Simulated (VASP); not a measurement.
# MgO2 (R-3m) in VASP: a series of runs

The runs below take MgO2 through single point, with PBEsol.

Everything below comes from runs of VASP 6.6.1. Logs are shortened: lines on timing, memory, paths and dates and some standing lists are left out, and cuts for length are marked.

## 1. The cell of the first run

The structure is trigonal, space group R-3m (No. 166). The conventional cell has a = 2.953 Å, b = 2.953 Å, c = 10.482 Å, α = 90.00°, β = 90.00°, γ = 120.00°. Mg (site symmetry -3m) has 6 O at 1.98 Å within 2.6 Å. Within 2.0 Å of O (site symmetry 3m) lie 1 O at 1.49 Å and 3 Mg at 1.98 Å.

## 2. Single point, PBEsol (strain -0.080 along x and y, +0.000 along z)

The input, INCAR:

```
SYSTEM = MgO2
  PREC = Accurate
  ENCUT = 520
  EDIFF = 1E-6
  ISMEAR = 0
  SIGMA = 0.05
  LREAL = .FALSE.
  LASPH = .TRUE.
  NELM = 60
  ALGO = Normal
  ISIF = 2
  LWAVE = .FALSE.
  LCHARG = .TRUE.
  GGA = PS
  LELF = .TRUE.
  LVHAR = .TRUE.
  NBANDS = 14
```

The input, KPOINTS:

```
regular mesh
0
G
  12 12 12
  0 0 0
```

The input, POSCAR:

```
MgO2
1.0
    1.4763801347      0.8523884682      3.4939788749
   -1.4763801347      0.8523884682      3.4939788749
    0.0000000000     -1.7047769364      3.4939788749
Mg O
1 2
Direct
    0.0000000000      0.0000000000      0.0000000000
    0.4287860000      0.4287860000      0.4287860000
    0.5712140000      0.5712140000      0.5712140000
```

Potentials or basis: VASP PAW PBE potentials, release 64 (Mg, O).

On the command line:

```
$ cat potpaw_PBE.64/Mg/POTCAR potpaw_PBE.64/O/POTCAR > POTCAR
$ mpirun -np 1 vasp_std > vasp.out
```

OUTCAR:

```text
SYSTEM = MgO2
   PREC = Accurate
   ENCUT = 520
   EDIFF = 1E-6
   ISMEAR = 0
   LREAL = .FALSE.
   LASPH = .TRUE.
   NELM = 60
   ISIF = 2
   GGA = PS

 ion  position               nearest neighbor table
   1  0.000  0.000  0.000-   3 1.98   3 1.98   2 1.98   2 1.98   3 1.98   2 1.98
   2  0.429  0.429  0.429-   3 1.49   1 1.98   1 1.98   1 1.98
   3  0.571  0.571  0.571-   2 1.49   1 1.98   1 1.98   1 1.98

  LATTYP: Found a trigonal (rhomboedric) cell.
 ALAT       =     3.8876924751
 COS(alpha) =     0.7115685763

  Lattice vectors:

 A1 = (   1.4763801347,   0.8523884682,   3.4939788749)
 A2 = (  -1.4763801347,   0.8523884682,   3.4939788749)
 A3 = (   0.0000000000,  -1.7047769364,   3.4939788749)

Analysis of symmetry for initial positions (statically):
=====================================================================
 Subroutine PRICEL returns:
 Original cell was already a primitive cell.

 Routine SETGRP: Setting up the symmetry group for a
 trigonal (rhombohedral) supercell.

 Subroutine GETGRP returns: Found 12 space group operations
 (whereof 12 operations were pure point group operations)
 out of a pool of 12 trial point group operations.

The static configuration has the point symmetry D_3d.

Analysis of symmetry for dynamics (positions and initial velocities):
=====================================================================
 Subroutine PRICEL returns:
 Original cell was already a primitive cell.

 Routine SETGRP: Setting up the symmetry group for a
 trigonal (rhombohedral) supercell.

 Subroutine GETGRP returns: Found 12 space group operations
 (whereof 12 operations were pure point group operations)
 out of a pool of 12 trial point group operations.

The dynamic configuration has the point symmetry D_3d.

 Subroutine INISYM returns: Found 12 space group operations
 (whereof 12 operations are pure point group operations),
 and found     1 'primitive' translations

----------------------------------------------------------------------------------------

                                     Primitive cell

  volume of cell :      26.3820

  direct lattice vectors                    reciprocal lattice vectors
     1.476380135  0.852388468  3.493978875     0.338666166  0.195529002  0.095402218
    -1.476380135  0.852388468  3.493978875    -0.338666166  0.195529002  0.095402218
     0.000000000 -1.704776936  3.493978875     0.000000000 -0.391058004  0.095402218

  length of vectors
[... 84 lines left out ...]
   EDIFF  = 0.1E-05   stopping-criterion for ELM
   LREAL  =      F    real-space projection
[... 7 lines left out ...]
   TEBEG  =    0.0;   TEEND  =   0.0 temperature during run
   PSTRESS=    0.0 pullay stress
   NELECT =      14.0000    total number of electrons
   NUPDOWN=      -1.0000    fix difference up-down
   EMIN   =  10.00;   EMAX   =-10.00  energy-range for DOS
   EFERMI =   0.00;   METHOD = LEGACY
   ISMEAR =     0;   SIGMA  =   0.05  broadening in eV -4-tet -1-fermi 0-gaus
   EFERMI_NEDOS =   21; number of points for ismear=-14 and -15
   IALGO  =     38    algorithm
   IMIX   =      4    mixing-type and parameters
     AMIX     =   0.40;   BMIX     =  1.00
     AMIX_MAG =   1.60;   BMIX_MAG =  1.00
  volume/ion in A,a.u.               =       8.79        59.34
  Fermi-wavevector in a.u.,A,eV,Ry     =   1.325404  2.504651 23.901312  1.756697
  Thomas-Fermi vector in A             =   2.454868
   LORBIT       =      0    0 simple, 1 ext, 2 COOP (PROOUT), +10 PAW based schemes
   GGA     = PS    functional components
   LHFCALC =     F    Hartree Fock is set to
   AEXX    =    0.0000 exact exchange contribution
   IVDW    =     0    specifies the selected vdW correction
   LEPSILON=     F    determine dielectric tensor
   LRPA    =     F    only Hartree local field effects (RPA)
 non-spin polarized calculation
 Gauss-broadening in eV      SIGMA  =   0.05
  energy-cutoff  :      520.00
  volume of cell :       26.38
 maximum number of plane-waves:       732
 NGX is ok and might be reduce to    30
   NGX = 15   NGY = 15   NGZ = 15

 number of electron      14.0000001 magnetization

 Free energy of the ion-electron system (eV)
  ---------------------------------------------------
  ext. energy  EPLUGINS =         0.00000000
  ---------------------------------------------------
  free energy    TOTEN  =       -16.91525768 eV

  energy without entropy =      -16.91525768  energy(sigma->0) =      -16.91525768

 E-fermi :   4.0334     XC(G=0): -11.3198

 val. band max:        3.7871263252   @ k =   0.5000   0.5000   0.5000
 cond. band min:       5.6456017466   @ k =   0.5000   0.5000   0.5000
 fundamental gap:      1.8584754214
 Fermi energy:         4.0334304494

 k-point     1 :       0.0000    0.0000    0.0000
  band No.  band energies     occupation
      1     -18.0652      2.00000
      2     -11.1819      2.00000
      3      -4.7503      2.00000
      4       0.6089      2.00000
      5       0.6089      2.00000
      6       2.8704      2.00000
      7       2.8704      2.00000
      8       8.4315      0.00000
      9       9.7889      0.00000
     10      16.6854      0.00000
     11      18.2503      0.00000
     12      20.1681      0.00000
     13      20.1681      0.00000
     14      22.9711      0.00000
[... 377 lines left out ...]
      1     -17.1675      2.00000
      2     -11.4788      2.00000
      3      -3.4857      2.00000
      4      -2.5112      2.00000
      5      -0.5146      2.00000
      6       1.9760      2.00000
      7       2.1193      2.00000
      8       7.6107      0.00000
      9      14.4905      0.00000
     10      16.1781      0.00000
     11      17.9001      0.00000
     12      18.5035      0.00000
     13      19.4889      0.00000
     14      23.5112      0.00000

 [... further k-points ...]
[... 5 lines left out ...]
  --------------------------------------------------------------------------------------
  -------------------------------------------------------------------------------------
  Total        4.5742270      4.5742270     -0.0784256      0.0000000      0.0000000      0.0000000
  in kB      277.7928188    277.7928188     -4.7627872      0.0000000      0.0000000      0.0000000
  external PRESSURE =     183.6076168 kB  Pullay stress =       0.0000000 kB

 VOLUME and BASIS-vectors are now :
 -----------------------------------------------------------------------------
  energy-cutoff  :      520.00
  volume of cell :       26.38
      direct lattice vectors                 reciprocal lattice vectors
     1.476380135  0.852388468  3.493978875     0.338666166  0.195529002  0.095402218
    -1.476380135  0.852388468  3.493978875    -0.338666166  0.195529002  0.095402218
     0.000000000 -1.704776936  3.493978875     0.000000000 -0.391058004  0.095402218

 POSITION                                       TOTAL-FORCE (eV/Angst)
 -----------------------------------------------------------------------------------
      0.00000      0.00000      0.00000         0.000000      0.000000     -0.000000
      0.00000      0.00000      4.49451         0.000000      0.000000      1.466523
      0.00000      0.00000      5.98743         0.000000      0.000000     -1.466523
 -----------------------------------------------------------------------------------
    total drift:                                0.000000     -0.000000      0.000000

  FREE ENERGIE OF THE ION-ELECTRON SYSTEM (eV)
  ---------------------------------------------------
  free  energy   TOTEN  =       -16.9152576788 eV

  energy  without entropy=      -16.9152576788  energy(sigma->0) =      -16.91525768
```

OSZICAR:

```text
N       E                     dE             d eps       ncg     rms          rms(c)
DAV:   1     0.419544988230E+02    0.41954E+02   -0.78688E+03  5996   0.928E+02
DAV:   2    -0.164911977734E+02   -0.58446E+02   -0.55309E+02  6860   0.201E+02
DAV:   3    -0.182097778464E+02   -0.17186E+01   -0.17149E+01  6264   0.317E+01
DAV:   4    -0.182156861103E+02   -0.59083E-02   -0.59081E-02  6312   0.212E+00
DAV:   5    -0.182157138756E+02   -0.27765E-04   -0.27765E-04  6360   0.134E-01    0.822E+00
DAV:   6    -0.170708278937E+02    0.11449E+01   -0.15169E+00  5508   0.109E+01    0.368E+00
DAV:   7    -0.169246001857E+02    0.14623E+00   -0.26570E-01  5916   0.451E+00    0.156E+00
DAV:   8    -0.169149522773E+02    0.96479E-02   -0.45666E-02  5550   0.200E+00    0.239E-01
DAV:   9    -0.169152029430E+02   -0.25067E-03   -0.80439E-03  5790   0.668E-01    0.900E-02
DAV:  10    -0.169152278717E+02   -0.24929E-04   -0.29968E-04  6132   0.172E-01    0.312E-02
DAV:  11    -0.169152561197E+02   -0.28248E-04   -0.41972E-05  5730   0.563E-02    0.933E-03
DAV:  12    -0.169152575512E+02   -0.14315E-05   -0.46503E-06  6384   0.179E-02    0.185E-03
DAV:  13    -0.169152576788E+02   -0.12759E-06   -0.18636E-07  3630   0.407E-03
   1 F= -.16915258E+02 E0= -.16915258E+02  d E =-.960700E-15
```

stdout:

```text
POSCAR found type information on POSCAR MgO
 POSCAR found :  2 types and       3 ions
 scaLAPACK will be used
 -----------------------------------------------------------------------------
|                                                                             |
|                                                                             |
|     You enforced a specific xc type in the INCAR file but a different       |
|     I HOPE YOU KNOW WHAT YOU ARE DOING!                                     |
|                                                                             |
 -----------------------------------------------------------------------------

 LDA part: xc-table for (Slater+PW92), standard interpolation
 POSCAR, INCAR and KPOINTS ok, starting setup
 FFT: planning ... GRIDC
 FFT: planning ... GRID_SOFT
 FFT: planning ... GRID
 WAVECAR not read
 entering main loop
```

Run time: 41 s. Hardware: 1 thread of Intel Xeon 6975P-C (Granite Rapids), shared host; peak memory 0.22 GiB.

Results:

| Property | Result |
| --- | --- |
| Free energy | -16.9153 eV |
| Pressure | 18.4 GPa |
| Largest force | 1.467 eV/Å |
| Band gap on the k mesh | 1.86 eV, direct |

Forces on the atoms (eV/Å):
```
Mg   0.000  0.000  0.000
O    0.000  0.000  1.467
O    0.000  0.000 -1.467
```

Levels at points of the mesh, in eV from the valence-band top:
```tsv
k point	band 3	band 4	band 5	band 6	band 7	band 8	band 9	band 10	band 11	band 12
(0.00, 0.00, 0.00)	-8.54	-3.18	-3.18	-0.92	-0.92	4.64	6.00	12.90	14.46	16.38
(0.50, 0.00, 0.00)	-7.27	-6.75	-3.74	-1.74	-1.38	3.80	9.80	12.66	13.91	14.50
(0.50, 0.50, 0.00)	-6.56	-6.06	-4.36	-2.73	-0.36	3.15	8.86	12.97	13.85	14.03
(0.50, 0.50, 0.50)	-5.24	-3.78	-3.78	0.00	0.00	1.86	6.03	10.85	16.51	16.51
```

Caveat: the cell differs from its parent crystal (strain -0.080 along x and y, +0.000 along z); the PAW data sets were made with another functional, which shifts forces and pressure a little. A k mesh can miss the band edges.

## 3. Single point, PBEsol (strain -0.040 along x and y, -0.080 along z)

The input, INCAR:

```
SYSTEM = MgO2
PREC = Accurate
ENCUT = 520
EDIFF = 1E-6
ISMEAR = 0
SIGMA = 0.05
LREAL = .False.
LASPH = .True.
NELM = 100
ALGO = Normal
ISIF = 2
LWAVE = .False.
LCHARG = .False.
GGA = PS
NBANDS = 14
```

The input, KPOINTS:

```
Automatic mesh
0
Gamma
  12 12 12
  0 0 0
```

The input, POSCAR:

```
MgO2
1.0
    1.5405705754      0.8894488364      3.2144605649
   -1.5405705754      0.8894488364      3.2144605649
    0.0000000000     -1.7788976728      3.2144605649
Mg O
1 2
Direct
    0.0000000000      0.0000000000      0.0000000000
    0.4287860000      0.4287860000      0.4287860000
    0.5712140000      0.5712140000      0.5712140000
```

Potentials or basis: VASP PAW PBE potentials, release 64 (Mg, O).

On the command line:

```
$ cat potpaw_PBE.64/Mg/POTCAR potpaw_PBE.64/O/POTCAR > POTCAR
$ mpirun -np 1 vasp_std > vasp.out
```

OUTCAR:

```text
SYSTEM = MgO2
   PREC = Accurate
   ENCUT = 520
   EDIFF = 1E-6
   ISMEAR = 0
   LREAL = .False.
   LASPH = .True.
   NELM = 100
   ISIF = 2
   GGA = PS

 ion  position               nearest neighbor table
   1  0.000  0.000  0.000-   3 2.00   2 2.00   3 2.00   3 2.00   2 2.00   2 2.00
   2  0.429  0.429  0.429-   3 1.37   1 2.00   1 2.00   1 2.00
   3  0.571  0.571  0.571-   2 1.37   1 2.00   1 2.00   1 2.00

  LATTYP: Found a trigonal (rhomboedric) cell.
 ALAT       =     3.6738581428
 COS(alpha) =     0.6483193877

  Lattice vectors:

 A1 = (   1.5405705754,   0.8894488364,   3.2144605649)
 A2 = (  -1.5405705754,   0.8894488364,   3.2144605649)
 A3 = (   0.0000000000,  -1.7788976728,   3.2144605649)

Analysis of symmetry for initial positions (statically):
=====================================================================
 Subroutine PRICEL returns:
 Original cell was already a primitive cell.

 Routine SETGRP: Setting up the symmetry group for a
 trigonal (rhombohedral) supercell.

 Subroutine GETGRP returns: Found 12 space group operations
 (whereof 12 operations were pure point group operations)
 out of a pool of 12 trial point group operations.

[... 174 lines left out ...]
      2      -9.8439      2.00000
      3      -4.7642      2.00000
      4      -0.0931      2.00000
      5      -0.0931      2.00000
      6       3.2797      2.00000
      7       3.2797      2.00000
      8       8.9767      0.00000
      9      10.5698      0.00000
     10      18.3560      0.00000
     11      19.0199      0.00000
     12      19.0199      0.00000
     13      20.1208      0.00000
     14      22.1438      0.00000
[... 377 lines left out ...]
      1     -18.4914      2.00000
      2     -10.5037      2.00000
      3      -3.6421      2.00000
      4      -2.6627      2.00000
      5      -0.9422      2.00000
      6       2.6296      2.00000
      7       3.1790      2.00000
      8      10.0533      0.00000
      9      13.7936      0.00000
     10      15.0391      0.00000
     11      18.2549      0.00000
     12      20.1205      0.00000
     13      20.6423      0.00000
     14      22.0813      0.00000

 [... further k-points ...]
[... 5 lines left out ...]
  --------------------------------------------------------------------------------------
  -------------------------------------------------------------------------------------
  Total        2.2854632      2.2854632      9.1765865      0.0000000     -0.0000000      0.0000000
  in kB      138.5552208    138.5552208    556.3265990      0.0000000     -0.0000000      0.0000000
  external PRESSURE =     277.8123469 kB  Pullay stress =       0.0000000 kB

 VOLUME and BASIS-vectors are now :
 -----------------------------------------------------------------------------
  energy-cutoff  :      520.00
  volume of cell :       26.43
      direct lattice vectors                 reciprocal lattice vectors
     1.540570575  0.889448836  3.214460565     0.324555076  0.187381960  0.103698063
    -1.540570575  0.889448836  3.214460565    -0.324555076  0.187381960  0.103698063
     0.000000000 -1.778897673  3.214460565     0.000000000 -0.374763921  0.103698063

 POSITION                                       TOTAL-FORCE (eV/Angst)
 -----------------------------------------------------------------------------------
      0.00000      0.00000      0.00000         0.000000      0.000000      0.000000
      0.00000      0.00000      4.13495         0.000000     -0.000000     -2.528007
      0.00000      0.00000      5.50843         0.000000     -0.000000      2.528007
 -----------------------------------------------------------------------------------
    total drift:                               -0.000000      0.000000      0.000000

  FREE ENERGIE OF THE ION-ELECTRON SYSTEM (eV)
  ---------------------------------------------------
  free  energy   TOTEN  =       -16.8428730992 eV

  energy  without entropy=      -16.8428730992  energy(sigma->0) =      -16.84287310
```

OSZICAR:

```text
N       E                     dE             d eps       ncg     rms          rms(c)
DAV:   1     0.440834947727E+02    0.44083E+02   -0.78177E+03  5964   0.927E+02
DAV:   2    -0.165546530003E+02   -0.60638E+02   -0.56841E+02  6910   0.203E+02
DAV:   3    -0.184032034408E+02   -0.18486E+01   -0.18448E+01  6258   0.331E+01
DAV:   4    -0.184094148872E+02   -0.62114E-02   -0.62113E-02  6306   0.219E+00
DAV:   5    -0.184094446098E+02   -0.29723E-04   -0.29723E-04  6234   0.139E-01    0.857E+00
DAV:   6    -0.170124918836E+02    0.13970E+01   -0.19575E+00  5808   0.122E+01    0.365E+00
DAV:   7    -0.168523120840E+02    0.16018E+00   -0.29136E-01  6240   0.475E+00    0.162E+00
DAV:   8    -0.168423069079E+02    0.10005E-01   -0.55541E-02  5712   0.223E+00    0.265E-01
DAV:   9    -0.168428894045E+02   -0.58250E-03   -0.10666E-02  5520   0.799E-01    0.111E-01
DAV:  10    -0.168428345170E+02    0.54888E-04   -0.61413E-04  5886   0.231E-01    0.323E-02
DAV:  11    -0.168428717801E+02   -0.37263E-04   -0.53402E-05  5640   0.634E-02    0.118E-02
DAV:  12    -0.168428729335E+02   -0.11534E-05   -0.69505E-06  6642   0.225E-02    0.202E-03
DAV:  13    -0.168428730992E+02   -0.16573E-06   -0.25611E-07  4122   0.475E-03
   1 F= -.16842873E+02 E0= -.16842873E+02  d E =-.738023E-21
```

stdout:

```text
POSCAR found type information on POSCAR MgO
 POSCAR found :  2 types and       3 ions
 scaLAPACK will be used
 -----------------------------------------------------------------------------
|                                                                             |
|                                                                             |
|     You enforced a specific xc type in the INCAR file but a different       |
|     I HOPE YOU KNOW WHAT YOU ARE DOING!                                     |
|                                                                             |
 -----------------------------------------------------------------------------

 LDA part: xc-table for (Slater+PW92), standard interpolation
 POSCAR, INCAR and KPOINTS ok, starting setup
 FFT: planning ... GRIDC
 FFT: planning ... GRID_SOFT
 FFT: planning ... GRID
 WAVECAR not read
 entering main loop
```

Run time: 31 s. Hardware: 1 thread of Intel Xeon 6975P-C (Granite Rapids), shared host; peak memory 0.2 GiB.

What came out:

| Item | Value |
| --- | --- |
| Free energy | -16.8429 eV |
| Pressure | 27.8 GPa |
| Largest force | 2.528 eV/Å |
| Band gap on the k mesh | 3.53 eV, indirect (least direct gap 3.75 eV) |

Forces in eV/Å, atoms in the order of the input:
```
Mg   0.000  0.000  0.000
O    0.000  0.000 -2.528
O    0.000  0.000  2.528
```

Caveat: the cell differs from its parent crystal (strain -0.040 along x and y, -0.080 along z); the PAW data sets were made with another functional, which shifts forces and pressure a little.

(Continued in part 2 of 2.)
